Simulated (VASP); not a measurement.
# Li2ZnO2 (P4/mmm) in VASP: further runs, part 2 of 3

VASP 6.6.1. Earlier steps stand in the parts before.

### Step 3. Single point, PBE, collinear spin, ferromagnetic start

This run uses another cell than the first one, of 12.42 Å³/atom.

INCAR reads:

```
ALGO     = Normal         # electronic algorithm
EDIFF    = 1E-6           # SCF threshold, eV
ENCUT    = 520            # plane-wave cutoff, eV
GGA      = PE             # functional
ISIF     = 2              # what is computed and relaxed
ISMEAR   = 0              # smearing method
ISPIN    = 2              # spin polarisation
LASPH    = T              # aspherical terms in the spheres
LCHARG   = T              # write CHGCAR
LELF     = T              # ELF
LORBIT   = 11             # projections on sites
LREAL    = F              # projectors in reciprocal space
LVHAR    = T            
LWAVE    = F              # write WAVECAR
MAGMOM   = 0 0 0 1 1      # initial moments
NBANDS   = 27             # bands
NELM     = 150            # most SCF steps
PREC     = Accurate       # precision mode
SIGMA    = 0.1            # smearing width, eV
```

KPOINTS reads:

```
k-points
0
Gamma
  4 4 4
```

POSCAR reads:

```
Li2ZnO2
1.0
    2.8905494044      0.0000000000      0.0000000000
    0.0000000000      2.8905494044      0.0000000000
    0.0000000000      0.0000000000      7.4307474016
Li Zn O
2 1 2
Direct
    0.5000000000      0.5000000000      0.2656077520
    0.5000000000      0.5000000000      0.7343922480
    0.0000000000      0.0000000000      0.0000000000
    0.0000000000      0.0000000000      0.5000000000
    0.5000000000      0.5000000000      0.5000000000
```

Potentials or basis: VASP PAW PBE potentials, release 64 (Li_sv, Zn, O).

Launch:

```bash
> cat potpaw_PBE.64/Li_sv/POTCAR potpaw_PBE.64/Zn/POTCAR potpaw_PBE.64/O/POTCAR > POTCAR
> mpirun -np 1 vasp_std > vasp.out
```

OUTCAR:

```text
EDIFF = 1E-6
   ENCUT = 520
   GGA = PE
   ISIF = 2
   ISMEAR = 0
   ISPIN = 2
   LASPH = T
   LORBIT = 11
   LREAL = F
   NELM = 150
   PREC = Accurate

 ion  position               nearest neighbor table
   1  0.500  0.500  0.266-   5 1.74
   2  0.500  0.500  0.734-   5 1.74
   3  0.000  0.000  0.000-
   4  0.000  0.000  0.500-
   5  0.500  0.500  0.500-   1 1.74   2 1.74

  LATTYP: Found a simple tetragonal cell.
 ALAT       =     2.8905494044
 C/A-ratio  =     2.5707041680

  Lattice vectors:

 A1 = (   2.8905494044,   0.0000000000,   0.0000000000)
 A2 = (   0.0000000000,   2.8905494044,   0.0000000000)
 A3 = (   0.0000000000,   0.0000000000,   7.4307474016)

Analysis of symmetry for initial positions (statically):
=====================================================================
 Subroutine PRICEL returns:
 Original cell was already a primitive cell.

 Routine SETGRP: Setting up the symmetry group for a
 simple tetragonal supercell.

 Subroutine GETGRP returns: Found 16 space group operations
 (whereof 16 operations were pure point group operations)
 out of a pool of 16 trial point group operations.

The static configuration has the point symmetry D_4h.

Analysis of symmetry for dynamics (positions and initial velocities):
=====================================================================
 Subroutine PRICEL returns:
 Original cell was already a primitive cell.

 Routine SETGRP: Setting up the symmetry group for a
 simple tetragonal supercell.

 Subroutine GETGRP returns: Found 16 space group operations
 (whereof 16 operations were pure point group operations)
 out of a pool of 16 trial point group operations.

The dynamic configuration has the point symmetry D_4h.

Analysis of structural, dynamic, and magnetic symmetry:
[... 162 lines left out ...]

 val. band max:        1.5997057384   @ k =   0.5000   0.2500   0.2500
 cond. band min:       1.6160227735   @ k =   0.5000   0.2500   0.0000
 fundamental gap:      0.0163170351
 Fermi energy:         1.6109477646

 spin component 1

 k-point     1 :       0.0000    0.0000    0.0000
  band No.  band energies     occupation
      1     -43.7396      1.00000
      2     -43.7367      1.00000
      3     -18.6599      1.00000
      4     -13.0287      1.00000
      5      -5.3705      1.00000
      6      -5.2365      1.00000
[... 529 lines left out ...]
     26      15.2756      0.00000
     27      17.6981      0.00000
 Fermi energy:         1.6109477646

 spin component 2

 k-point     1 :       0.0000    0.0000    0.0000
  band No.  band energies     occupation
      1     -43.7327      1.00000
      2     -43.7299      1.00000
      3     -18.6683      1.00000
      4     -13.0386      1.00000
      5      -5.3184      1.00000
      6      -5.2204      1.00000
[... 529 lines left out ...]
     26      15.2928      0.00000
     27      17.7033      0.00000

------------------------ aborting loop because EDIFF is reached ----------------------------------------

  FORCE on cell =-STRESS in cart. coord.  units (eV):
  Direction    XX          YY          ZZ          XY          YZ          ZX
  --------------------------------------------------------------------------------------
  -------------------------------------------------------------------------------------
  Total       -0.0670176     -0.0670176      0.3261705      0.0000000      0.0000000      0.0000000
  in kB       -1.7294430     -1.7294430      8.4170898      0.0000000      0.0000000      0.0000000
  external PRESSURE =       1.6527346 kB  Pullay stress =       0.0000000 kB

 VOLUME and BASIS-vectors are now :
 -----------------------------------------------------------------------------
  energy-cutoff  :      520.00
  volume of cell :       62.09
      direct lattice vectors                 reciprocal lattice vectors
     2.890549404  0.000000000  0.000000000     0.345954993  0.000000000  0.000000000
     0.000000000  2.890549404  0.000000000     0.000000000  0.345954993  0.000000000
     0.000000000  0.000000000  7.430747402     0.000000000  0.000000000  0.134575965

 POSITION                                       TOTAL-FORCE (eV/Angst)
 -----------------------------------------------------------------------------------
      1.44527      1.44527      1.97366         0.000000     -0.000000     -0.049975
      1.44527      1.44527      5.45708        -0.000000     -0.000000      0.049975
      0.00000      0.00000      0.00000         0.000000      0.000000      0.000000
      0.00000      0.00000      3.71537         0.000000      0.000000      0.000000
      1.44527      1.44527      3.71537         0.000000      0.000000      0.000000
 -----------------------------------------------------------------------------------
    total drift:                                0.000000     -0.000000      0.000000

  FREE ENERGIE OF THE ION-ELECTRON SYSTEM (eV)
  ---------------------------------------------------
  free  energy   TOTEN  =       -15.3508614610 eV

  energy  without entropy=      -15.3403603446  energy(sigma->0) =      -15.34561090

 total charge

# of ion       s       p       d       tot
------------------------------------------
    1        2.029   0.064   0.000   2.093
    2        2.029   0.064   0.000   2.093
    3        0.702   0.311   9.699  10.713
    4        1.643   3.028   0.000   4.671
    5        1.632   3.161   0.000   4.793
--------------------------------------------------
tot          8.035   6.629   9.699  24.363

 magnetization (x)

# of ion       s       p       d       tot
------------------------------------------
    1        0.001   0.001   0.000   0.003
    2        0.001   0.001   0.000   0.003
    3       -0.002   0.031   0.001   0.029
    4       -0.000  -0.005   0.000  -0.005
    5       -0.000  -0.004   0.000  -0.004
--------------------------------------------------
tot         -0.000   0.025   0.001   0.026
```

OSZICAR:

```text
N       E                     dE             d eps       ncg     rms          rms(c)
DAV:   1     0.246301325987E+03    0.24630E+03   -0.14074E+04  1944   0.133E+03
DAV:   2     0.120766188954E+02   -0.23422E+03   -0.20788E+03  2140   0.337E+02
[... 13 lines left out ...]
DAV:  16    -0.153506398484E+02   -0.16045E-03   -0.43346E-05  2334   0.386E-02    0.417E-02
DAV:  17    -0.153507662733E+02   -0.12642E-03   -0.37241E-05  2406   0.367E-02    0.332E-02
DAV:  18    -0.153508512110E+02   -0.84938E-04   -0.22278E-04  2281   0.887E-02    0.342E-02
DAV:  19    -0.153508598805E+02   -0.86695E-05   -0.53465E-05  2182   0.491E-02    0.108E-02
DAV:  20    -0.153508615281E+02   -0.16476E-05   -0.41957E-06  2127   0.151E-02    0.230E-03
DAV:  21    -0.153508614610E+02    0.67160E-07   -0.89416E-07  1999   0.523E-03
   1 F= -.15350861E+02 E0= -.15345611E+02  d E =-.105011E-01  mag=     0.1126
```

Wall time 61 s (1 thread of Intel Xeon Platinum 8488C (Sapphire Rapids), shared host); peak memory 0.22 GiB.

Results:

```yaml
Free_energy: -15.3509 eV
Largest_force: 0.050 eV/Å
Net_moment: 0.11 μB per cell
Site_moments: Li +0.00; Zn +0.03; O -0.01, -0.00 μB
Valence_electrons_inside_the_program's_atomic_spheres: Li 2.09; Zn 10.71; O 4.67, 4.79
```

Forces on the atoms (eV/Å):
```
Li   0.000  0.000 -0.050
Li   0.000  0.000  0.050
Zn   0.000  0.000  0.000
O    0.000  0.000  0.000
O    0.000  0.000  0.000
```

Caveat: the k points lie up to 0.54 Å⁻¹ apart; the cutoff is under 1.25 times the usual one of these potentials, so pressure, stress and relaxed cells hold a basis-set (Pulay) error.

### Step 4. Single point, PBE, collinear spin, ferromagnetic start

This run uses another cell than the first one, of 12.91 Å³/atom.

INCAR reads:

```
SYSTEM = Li2ZnO2
PREC = Accurate
ENCUT = 520
EDIFF = 1E-6
ISMEAR = 0
SIGMA = 0.1
LREAL = .FALSE.
LASPH = .TRUE.
NELM = 150
ALGO = Normal
ISIF = 2
LWAVE = .FALSE.
LCHARG = .TRUE.
ISPIN = 2
MAGMOM = 0 0 0 1 1
LORBIT = 11
GGA = PE
LELF = .TRUE.
LVHAR = .TRUE.
NBANDS = 27
```

KPOINTS reads:

```
regular mesh
0
G
  4 4 4
  0 0 0
```

POSCAR reads:

```
Li2ZnO2
1.0
    3.7554784100      0.0000000000      0.0000000000
    0.0000000000      3.7554784100      0.0000000000
    0.0000000000      0.0000000000      4.5780702500
Li Zn O
2 1 2
Direct
    0.5000000000      0.5000000000      0.2096606900
    0.5000000000      0.5000000000      0.7903393100
    0.0000000000      0.0000000000      0.0000000000
    0.0000000000      0.0000000000      0.5000000000
    0.5000000000      0.5000000000      0.5000000000
```

Launch:

```bash
> cat potpaw_PBE.64/Li_sv/POTCAR potpaw_PBE.64/Zn/POTCAR potpaw_PBE.64/O/POTCAR > POTCAR
> mpirun -np 1 vasp_std > vasp.out
```

Run time: 56 s. Hardware: 1 thread of Intel Xeon Platinum 8488C (Sapphire Rapids), shared host; peak memory 0.21 GiB.

It converged, with:

| Item | Value |
| --- | --- |
| Free energy | -11.0051 eV |
| Largest force | 9.314 eV/Å |
| Band gap on the k mesh | zero (filled and empty bands overlap) |
| Net moment | 0.00 μB per cell |
| Valence electrons inside the program's atomic spheres | Li 2.40; Zn 10.58; O 4.70, 5.10 |

Forces on the atoms (eV/Å):
```
Li   0.000  0.000 -9.314
Li   0.000  0.000  9.314
Zn   0.000  0.000  0.000
O    0.000  0.000  0.000
O    0.000  0.000  0.000
```

Levels at points of the mesh, in eV from the Fermi level:
Spin up:
| k point | band 11 | band 12 | band 13 | band 14 | band 15 | band 16 | band 17 | band 18 | band 19 | band 20 |
| --- | --- | --- | --- | --- | --- | --- | --- | --- | --- | --- |
| (0.00, 0.00, 0.00) | -3.16 | -2.37 | -2.37 | -0.73 | 0.13 | 0.13 | 5.27 | 5.27 | 7.42 | 7.51 |
| (0.50, 0.00, 0.00) | -2.90 | -2.14 | -1.20 | -1.19 | -0.90 | -0.53 | 0.60 | 7.37 | 7.43 | 8.58 |
| (0.50, 0.50, 0.00) | -3.57 | -2.73 | -0.83 | -0.05 | 0.43 | 0.43 | 1.69 | 1.69 | 4.07 | 8.03 |
| (0.00, 0.00, 0.50) | -2.14 | -2.14 | -1.21 | 0.17 | 0.17 | 0.29 | 4.29 | 4.29 | 4.59 | 8.31 |
| (0.50, 0.00, 0.50) | -1.63 | -1.40 | -1.14 | -1.14 | -1.04 | -0.36 | 0.99 | 6.47 | 6.86 | 7.58 |
| (0.50, 0.50, 0.50) | -3.04 | -3.04 | -1.10 | 0.34 | 0.34 | 0.47 | 0.47 | 2.67 | 4.27 | 7.99 |
Spin down:
| k point | band 11 | band 12 | band 13 | band 14 | band 15 | band 16 | band 17 | band 18 | band 19 | band 20 |
| --- | --- | --- | --- | --- | --- | --- | --- | --- | --- | --- |
| (0.00, 0.00, 0.00) | -3.16 | -2.37 | -2.37 | -0.73 | 0.13 | 0.13 | 5.27 | 5.27 | 7.42 | 7.51 |
| (0.50, 0.00, 0.00) | -2.90 | -2.14 | -1.21 | -1.20 | -0.90 | -0.53 | 0.60 | 7.37 | 7.43 | 8.58 |
| (0.50, 0.50, 0.00) | -3.57 | -2.73 | -0.83 | -0.05 | 0.43 | 0.43 | 1.69 | 1.69 | 4.08 | 8.03 |
| (0.00, 0.00, 0.50) | -2.14 | -2.14 | -1.21 | 0.16 | 0.16 | 0.29 | 4.29 | 4.29 | 4.59 | 8.31 |
| (0.50, 0.00, 0.50) | -1.63 | -1.41 | -1.14 | -1.14 | -1.04 | -0.36 | 0.99 | 6.47 | 6.86 | 7.58 |
| (0.50, 0.50, 0.50) | -3.04 | -3.04 | -1.10 | 0.34 | 0.34 | 0.47 | 0.47 | 2.67 | 4.27 | 7.99 |

Caveat: the k points lie up to 0.42 Å⁻¹ apart, too coarse for converged energies and pressures of a metal; the cutoff is under 1.25 times the usual one of these potentials, so pressure, stress and relaxed cells hold a basis-set (Pulay) error; atoms lie so close that the PAW spheres overlap strongly, which falsifies energies and pressures; forces of over 1 eV/Å act on the atoms, so gaps and moduli don't describe the material at rest.

### Step 5. Relaxation of cell and atoms, PBE

This run uses another cell than the first one, of 12.42 Å³/atom.

INCAR reads:

```
PREC = Accurate
ENCUT = 600
EDIFF = 1E-6
ISMEAR = 0
SIGMA = 0.1
LREAL = False
LASPH = True
NELM = 100
ALGO = Normal
ISIF = 3
LWAVE = False
LCHARG = False
GGA = PE
IBRION = 2
NSW = 90
EDIFFG = -0.04
```

KPOINTS reads:

```
Automatic mesh
0
Gamma
  6 6 4
```

POSCAR reads:

```
Li2ZnO2
1.0
    2.8905494044      0.0000000000      0.0000000000
    0.0000000000      2.8905494044      0.0000000000
    0.0000000000      0.0000000000      7.4307474016
Li Zn O
2 1 2
Direct
    0.5000000000      0.5000000000      0.2656077520
    0.5000000000      0.5000000000      0.7343922480
    0.0000000000      0.0000000000      0.0000000000
    0.0000000000      0.0000000000      0.5000000000
    0.5000000000      0.5000000000      0.5000000000
```

Launch:

```bash
> cat potpaw_PBE.64/Li_sv/POTCAR potpaw_PBE.64/Zn/POTCAR potpaw_PBE.64/O/POTCAR > POTCAR
> mpirun -np 1 vasp_std > vasp.out
```

It took 2.7 min on 1 thread of Intel Xeon Platinum 8488C (Sapphire Rapids), shared host; peak memory 0.2 GiB.

It converged, with:

```
Free energy                           : -15.4005 eV
Relaxed volume                        : 12.99 Å³/atom
Relaxed cell                          : a = 2.869 Å, b = 2.869 Å, c = 7.894 Å, α = 90.00°, β = 90.00°, γ = 90.00°
Space group after relaxing (to 0.1 Å) : P4/mmm (No. 123)
Energy gained by relaxing             : 16.2 meV/atom
Ionic steps                           : 10
Pressure after relaxing               : 0.0 GPa
Largest force after relaxing          : 0.022 eV/Å
Band gap on the k mesh                : zero (bands 15 and 16 overlap by 3.33 eV)
```

Forces in eV/Å, atoms in the order of the input:
```
Li   0.000  0.000 -0.022
Li   0.000  0.000  0.022
Zn   0.000  0.000  0.000
O    0.000  0.000  0.000
O    0.000  0.000  0.000
```

The path:
```csv
step,energy change (eV),largest force (eV/Å),pressure (GPa),volume (Å³)
1,0.0000,0.3978,0.33,62.09
2,-0.0200,0.3120,0.48,62.31
3,-0.0623,0.0224,1.09,62.98
4,-0.0166,0.8484,2.82,64.25
5,-0.0663,0.2832,1.58,63.34
6,-0.0775,0.1704,0.86,64.18
7,-0.0799,0.0814,0.30,64.89
8,-0.0799,0.0905,0.35,64.81
9,-0.0807,0.0624,0.20,64.88
10,-0.0812,0.0222,0.00,64.97
```

Final structure:
```
CELL_PARAMETERS angstrom
2.86894 0.00000 0.00000
0.00000 2.86894 0.00000
0.00000 0.00000 7.89408
ATOMIC_POSITIONS crystal
Li 0.50000 0.50000 0.28117
Li 0.50000 0.50000 0.71883
Zn 0.00000 0.00000 0.00000
O 0.00000 0.00000 0.50000
O 0.50000 0.50000 0.50000
```

Levels at points of the mesh, in eV from the Fermi level:
```csv
k point,band 11,band 12,band 13,band 14,band 15,band 16,band 17,band 18,band 19
"(0.00, 0.00, 0.00)",-5.17,-4.20,-4.20,-1.64,-0.16,1.86,1.86,3.74,9.22
"(0.50, 0.00, 0.00)",-2.78,-2.37,-1.77,-1.76,-1.69,-1.52,-1.33,1.70,4.46
"(0.50, 0.50, 0.00)",-6.36,-2.65,-1.94,1.81,1.81,2.41,2.75,2.75,5.13
"(0.00, 0.00, 0.50)",-5.02,-4.20,-4.20,-1.67,-0.48,1.86,1.86,4.98,6.98
"(0.50, 0.00, 0.50)",-3.03,-1.93,-1.74,-1.71,-1.69,-1.52,-1.40,1.20,4.54
"(0.50, 0.50, 0.50)",-6.36,-2.65,-1.94,1.72,1.72,2.50,2.75,2.75,5.58
```

Caveat: the k points lie up to 0.37 Å⁻¹ apart in the final cell, too coarse for converged energies and pressures of a metal; the cutoff is under 1.25 times the usual one of these potentials, so pressure, stress and relaxed cells hold a basis-set (Pulay) error.

### Step 6. Single point, PBE

INCAR reads:

```
SYSTEM = Li2ZnO2
  ALGO = Normal
  EDIFF = 1E-7
  ENCUT = 520
  GGA = PE
  ISIF = 2
  ISMEAR = 0
  LASPH = .TRUE.
  LCHARG = .FALSE.
  LREAL = .FALSE.
  LWAVE = .FALSE.
  NBANDS = 23
  NELM = 80
  PREC = Accurate
  SIGMA = 0.1
```

KPOINTS reads:

```
k-points
0
G
  14 14 6
  0 0 0
```

POSCAR reads:

```
Li2ZnO2
1.0
    2.8640863780      0.0000000000      0.0000000000
    0.0000000000      2.8640863780      0.0000000000
    0.0000000000      0.0000000000      7.9283789089
Li Zn O
2 1 2
Direct
    0.5000000000      0.5000000000      0.2823138582
    0.5000000000      0.5000000000      0.7176861418
    0.0000000000      0.0000000000      0.0000000000
    0.0000000000      0.0000000000      0.5000000000
    0.5000000000      0.5000000000      0.5000000000
```

Potentials or basis: VASP PAW PBE potentials, release 64 (Li_sv, Zn, O).

Launch:

```bash
> cat potpaw_PBE.64/Li_sv/POTCAR potpaw_PBE.64/Zn/POTCAR potpaw_PBE.64/O/POTCAR > POTCAR
> mpirun -np 1 vasp_std > vasp.out
```

Wall time 3.1 min (1 thread of Intel Xeon Platinum 8488C (Sapphire Rapids), shared host); peak memory 0.32 GiB.

Results (log left out):

```
Free energy            : -15.3173 eV
Largest force          : 0.061 eV/Å
Band gap on the k mesh : zero (bands 15 and 16 overlap by 3.62 eV)
```

Forces in eV/Å, atoms in the order of the input:
```
Li   0.000  0.000 -0.061
Li   0.000  0.000  0.061
Zn   0.000  0.000  0.000
O    0.000  0.000  0.000
O    0.000  0.000  0.000
```

Levels at points of the mesh, in eV from the Fermi level:
```csv
k point,band 11,band 12,band 13,band 14,band 15,band 16,band 17,band 18,band 19,band 20
"(0.00, 0.00, 0.00)",-5.30,-4.33,-4.33,-1.75,-0.27,1.77,1.77,3.57,9.04,10.37
"(0.50, 0.00, 0.00)",-2.89,-2.45,-1.87,-1.86,-1.80,-1.63,-1.42,1.61,4.35,5.39
"(0.50, 0.50, 0.00)",-6.46,-2.76,-2.06,1.75,1.75,2.36,2.67,2.67,5.05,5.05
"(0.00, 0.00, 0.50)",-5.15,-4.33,-4.33,-1.78,-0.58,1.77,1.77,4.80,6.83,10.24
"(0.50, 0.00, 0.50)",-3.13,-2.03,-1.84,-1.82,-1.80,-1.63,-1.48,1.12,4.42,6.02
"(0.50, 0.50, 0.50)",-6.46,-2.76,-2.06,1.66,1.66,2.44,2.66,2.66,5.52,5.67
```

Caveat: the cutoff is under 1.25 times the usual one of these potentials, so pressure, stress and relaxed cells hold a basis-set (Pulay) error.

(Part 2 of 3 ends here.)

The gap in the log of VASP goes by the Fermi energy; the results here count the filled bands.